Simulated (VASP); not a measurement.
# CsPbCl3 (Pm-3m) in VASP: settings compared, part 2 of 2

VASP 6.6.1. Earlier steps stand in the parts before.

### 4 Relaxation of cell and atoms, LDA

This run uses another cell than the first one, of 37.83 Å³/atom.

Contents of INCAR:

```
SYSTEM = CsPbCl3
  PREC = Accurate
  ENCUT = 600
  EDIFF = 1E-6
  ISMEAR = -1
  SIGMA = 0.02
  LREAL = .FALSE.
  LASPH = .TRUE.
  NELM = 60
  ALGO = Normal
  ISIF = 3
  LWAVE = .FALSE.
  LCHARG = .FALSE.
  GGA = CA
  IBRION = 2
  NSW = 80
  EDIFFG = -0.005
```

Contents of KPOINTS:

```
regular mesh
0
G
  4 4 4
  0 0 0
```

Contents of POSCAR:

```
CsPbCl3
1.0
    5.7402638197      0.0000000000      0.0000000000
    0.0000000000      5.7402638197      0.0000000000
    0.0000000000      0.0000000000      5.7402638197
Cs Pb Cl
1 1 3
Direct
    0.0000000000      0.0000000000      0.0000000000
    0.5000000000      0.5000000000      0.5000000000
    0.5000000000      0.5000000000      0.0000000000
    0.0000000000      0.5000000000      0.5000000000
    0.5000000000      0.0000000000      0.5000000000
```

Potentials or basis: VASP PAW LDA potentials, release 64 (Cs_sv, Pb_d, Cl).

Started as:

```sh
$ cat potpaw_LDA.64/Cs_sv/POTCAR potpaw_LDA.64/Pb_d/POTCAR potpaw_LDA.64/Cl/POTCAR > POTCAR
$ mpirun -np 1 vasp_std > vasp.out
```

Run time: 2.8 min. Hardware: 1 thread of Intel Xeon 8259CL, shared host; peak memory 0.3 GiB.

It converged, with:

- Free energy: -19.4013 eV
- Relaxed volume: 33.89 Å³/atom
- Relaxed cell: a = 5.534 Å, b = 5.534 Å, c = 5.534 Å, α = 90.00°, β = 90.00°, γ = 90.00°
- Space group after relaxing (to 0.1 Å): Pm-3m (No. 221)
- Energy gained by relaxing: 34.6 meV/atom
- Ionic steps: 3
- Pressure after relaxing: 0.0 GPa
- Band gap on the k mesh: 1.53 eV

Step by step:
| step | energy change (eV) | largest force (eV/Å) | pressure (GPa) | volume (Å³) |
| --- | --- | --- | --- | --- |
| 1 | 0.0000 | 0.0000 | -2.53 | 189.15 |
| 2 | -0.1650 | 0.0000 | -0.65 | 173.29 |
| 3 | -0.1732 | 0.0000 | -0.02 | 169.45 |

Final structure:
```
Cs Pb Cl
1.0
     5.53370    0.00000    0.00000
     0.00000    5.53370    0.00000
     0.00000    0.00000    5.53370
Cs Pb Cl
1 1 3
Cartesian
  0.0000 0.0000 0.0000
  2.7669 2.7669 2.7669
  2.7669 2.7669 0.0000
  0.0000 2.7669 2.7669
  2.7669 0.0000 2.7669
```

Levels at points of the mesh, in eV from the valence-band top:
```csv
k point,band 19,band 20,band 21,band 22,band 23,band 24,band 25,band 26
"(0.00, 0.00, 0.00)",-2.94,-2.81,-2.81,-2.81,2.75,3.71,3.71,4.70
"(0.50, 0.00, 0.00)",-3.05,-2.95,-2.95,-1.84,2.77,4.18,4.72,5.08
"(0.50, 0.50, 0.00)",-3.16,-3.01,-2.48,-0.89,2.20,2.20,4.66,4.95
"(0.50, 0.50, 0.50)",-2.46,-2.46,-2.46,0.00,1.53,1.53,1.53,4.56
```

Caveat: spin-orbit coupling is left out, which moves the levels of the heavy elements. LDA usually gives volumes a few per cent too small.

### 5 Relaxation of cell and atoms, r2SCAN

This run uses another cell than the first one, of 37.83 Å³/atom.

POSCAR is that of step 4.

Contents of INCAR.step1:

```
SYSTEM = CsPbCl3
  PREC = Accurate
  ENCUT = 600
  ISMEAR = -1
  SIGMA = 0.02
  LREAL = .False.
  LASPH = .True.
  NELM = 80
  GGA = PE
  ALGO = Normal
  EDIFF = 1E-4
  LWAVE = .True.
  LCHARG = .False.
```

Contents of INCAR.step2:

```
SYSTEM = CsPbCl3
  PREC = Accurate
  ENCUT = 600
  EDIFF = 1E-6
  ISMEAR = -1
  SIGMA = 0.02
  LREAL = .False.
  LASPH = .True.
  NELM = 80
  ALGO = Normal
  ISIF = 3
  LWAVE = .False.
  LCHARG = .False.
  METAGGA = R2SCAN
  LMIXTAU = .True.
  IBRION = 2
  NSW = 80
  EDIFFG = -0.005
  ISTART = 1
```

Contents of KPOINTS:

```
regular mesh
0
Gamma
  4 4 4
  0 0 0
```

Potentials or basis: VASP PAW PBE potentials, release 64 (Cs_sv, Pb_d, Cl).

Started as:

```sh
$ cat potpaw_PBE.64/Cs_sv/POTCAR potpaw_PBE.64/Pb_d/POTCAR potpaw_PBE.64/Cl/POTCAR > POTCAR
$ cp INCAR.step1 INCAR
$ mpirun -np 1 vasp_std > vasp.out
$ cp INCAR.step2 INCAR
$ mpirun -np 1 vasp_std > vasp.out
```

Run time: 8.7 min. Hardware: 1 thread of Intel Xeon 8259CL, shared host; peak memory 0.41 GiB.

The run converged. Its results:

```
Free energy                           : -108.1757 eV
Relaxed volume                        : 36.64 Å³/atom
Relaxed cell                          : a = 5.679 Å, b = 5.679 Å, c = 5.679 Å, α = 90.00°, β = 90.00°, γ = 90.00°
Space group after relaxing (to 0.1 Å) : Pm-3m (No. 221)
Energy gained by relaxing             : 2.9 meV/atom
Ionic steps                           : 3
Pressure after relaxing               : 0.0 GPa
Band gap on the k mesh                : 2.48 eV
```

Step by step:
```tsv
step	energy change (eV)	largest force (eV/Å)	pressure (GPa)	volume (Å³)
1	0.0000	0.0000	-0.75	189.15
2	-0.0139	0.0000	-0.16	184.34
3	-0.0145	0.0000	-0.01	183.18
```

Final structure:
```
Cs Pb Cl
1.0
     5.67923    0.00000    0.00000
     0.00000    5.67923    0.00000
     0.00000    0.00000    5.67923
Cs Pb Cl
1 1 3
Cartesian
  0.0000 0.0000 0.0000
  2.8396 2.8396 2.8396
  2.8396 2.8396 0.0000
  0.0000 2.8396 2.8396
  2.8396 0.0000 2.8396
```

Levels at points of the mesh, in eV from the valence-band top:
| k point | band 18 | band 19 | band 20 | band 21 | band 22 | band 23 | band 24 | band 25 | band 26 |
| --- | --- | --- | --- | --- | --- | --- | --- | --- | --- |
| (0.00, 0.00, 0.00) | -2.52 | -2.52 | -2.42 | -2.42 | -2.42 | 4.01 | 4.92 | 4.92 | 5.90 |
| (0.50, 0.00, 0.00) | -2.61 | -2.61 | -2.52 | -2.52 | -1.63 | 3.51 | 5.33 | 5.82 | 5.82 |
| (0.50, 0.50, 0.00) | -2.69 | -2.69 | -2.67 | -2.12 | -0.79 | 3.03 | 3.03 | 5.41 | 6.08 |
| (0.50, 0.50, 0.50) | -2.66 | -2.11 | -2.11 | -2.11 | 0.00 | 2.48 | 2.48 | 2.48 | 5.89 |

Caveat: the PAW data sets were made with another functional, which shifts forces and pressure a little; spin-orbit coupling is left out, which moves the levels of the heavy elements. r2SCAN opens gaps a little over a GGA but as a rule still falls short of measured ones.

### 6 Summary

```csv
level,potentials or basis,cell,gap on the mesh (eV),pressure (GPa),relaxed volume (Å³/atom)
PBE,"VASP PAW PBE potentials, release 64 (Cs_sv, Pb_d, Cl)","relaxed from a = 5.605 Å, 5 atoms",2.22,0.0,37.83
PBEsol,"VASP PAW PBE potentials, release 64 (Cs_sv, Pb_d, Cl)","relaxed from a = 5.740 Å, 5 atoms",1.85,0.0,35.63
LDA,"VASP PAW LDA potentials, release 64 (Cs_sv, Pb_d, Cl)","relaxed from a = 5.740 Å, 5 atoms",1.53,0.0,33.89
r2SCAN,"VASP PAW PBE potentials, release 64 (Cs_sv, Pb_d, Cl)","relaxed from a = 5.740 Å, 5 atoms",2.48,0.0,36.64
```

Alike in all rows: task relaxation of cell and atoms; no spin polarisation; k mesh 4 × 4 × 4; cutoff (eV) 600; smearing fermi-dirac 0.02 eV.

Caveats: spin-orbit coupling is left out, which moves the levels of the heavy elements; the PAW data sets were made with another functional, which shifts forces and pressure a little (at least some runs).

Absolute energies hang on the potentials; compare differences alone.
